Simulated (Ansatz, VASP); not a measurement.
Given: the input of a run of VASP 6.6.1 on GaN.

The input POSCAR:

```
GaN
1.0
    3.1800000000      0.0000000000      0.0000000000
   -1.5900000000      2.7539607840      0.0000000000
    0.0000000000      0.0000000000      5.1660000000
Ga N
2 2
Direct
    0.6666666667      0.3333333333      0.5000000000
    0.3333333333      0.6666666667      0.0000000000
    0.6666666667      0.3333333333      0.8750000000
    0.3333333333      0.6666666667      0.3750000000
```

Contents of INCAR.step1:

```
SYSTEM = GaN
  PREC = Accurate
  ENCUT = 910
  ISMEAR = -1
  SIGMA = 0.05
  LREAL = .False.
  LASPH = .True.
  NELM = 120
  NBANDS = 26
  GGA = PE
  ALGO = Normal
  EDIFF = 1E-5
  LWAVE = .True.
  LCHARG = .False.
  GGA_COMPAT = .False.
```

INCAR.step2

```
SYSTEM = GaN
  PREC = Accurate
  ENCUT = 910
  EDIFF = 1E-6
  ISMEAR = -1
  SIGMA = 0.05
  LREAL = .False.
  LASPH = .True.
  NELM = 120
  ALGO = Normal
  ISIF = 2
  LWAVE = .False.
  LCHARG = .False.
  METAGGA = R2SCAN
  LMIXTAU = .True.
  IVDW = 13
  VDW_S6 = 1.0
  VDW_S8 = 0.6018749
  VDW_A1 = 0.51559235
  VDW_A2 = 5.77342911
  NBANDS = 26
  ISTART = 1
  GGA_COMPAT = .False.
```

KPOINTS

```
Automatic mesh
0
Gamma
  10 10 5
  0 0 0
```

Potentials or basis: VASP PAW PBE potentials, release 64 (Ga_d, N_h).

Command:

```bash
$ cat potpaw_PBE.64/Ga_d/POTCAR potpaw_PBE.64/N_h/POTCAR > POTCAR
$ cp INCAR.step1 INCAR
$ mpirun -np 1 vasp_std > vasp.out
$ cp INCAR.step2 INCAR
$ mpirun -np 1 vasp_std > vasp.out
```

Task: Translate it to Ansatz 0.2.0. Potentials there: Ansatz PAW.

Result: As run (the cutoff follows the program's own potentials):

File input.yaml:

```yaml
crystal:
  lattice:
    - [3.18, 0.0, 0.0]
    - [-1.59, 2.753960784, 0.0]
    - [0.0, 0.0, 5.166]
  atoms:
    - { symbol: Ga, position: [0.6666666667, 0.3333333333, 0.5] }
    - { symbol: Ga, position: [0.3333333333, 0.6666666667, 0.0] }
    - { symbol: "N", position: [0.6666666667, 0.3333333333, 0.875] }
    - { symbol: "N", position: [0.3333333333, 0.6666666667, 0.375] }
hamiltonian:
  xc: r2scan
  pseudopotentials: { kind: paw }
  dispersion: d4
kpoints:
  mp_grid: { grid: [10, 10, 5] }
scf:
  occupations: { method: fermi_dirac, width: 0.05 }
output:
  forces: true
  stress: true
  eigenvalues: true
```

Potentials or basis: Ansatz PAW.

Command:

```sh
$ ansatz run input.yaml --threads 2 --pin off --max-ram 5120MiB --backend cpu --events-out ev --progress --plain --runs-dir out
```

Both were run:

|  | VASP | Ansatz | Ansatz less VASP |
| --- | --- | --- | --- |
| gap on the k mesh at the Fermi level (eV) | 2.37 | 2.38 | +0.010 |
| least direct gap on the mesh (eV) | 2.37 | 2.38 | +0.010 |
| rms of the force components (eV/Å) | 0.082 | 0.082 | -0.0003 |

VASP's potentials were made for PBE, not for r2SCAN. Atom by atom the forces differ by 0.000 eV/Å (rms over components).

Noted on VASP's run: the cutoff is short for stress, so the pressure is rough. Noted on Ansatz's run: odd divisions of the mesh miss points on the zone boundary, where band edges often lie, so the gap on the mesh can be too wide.
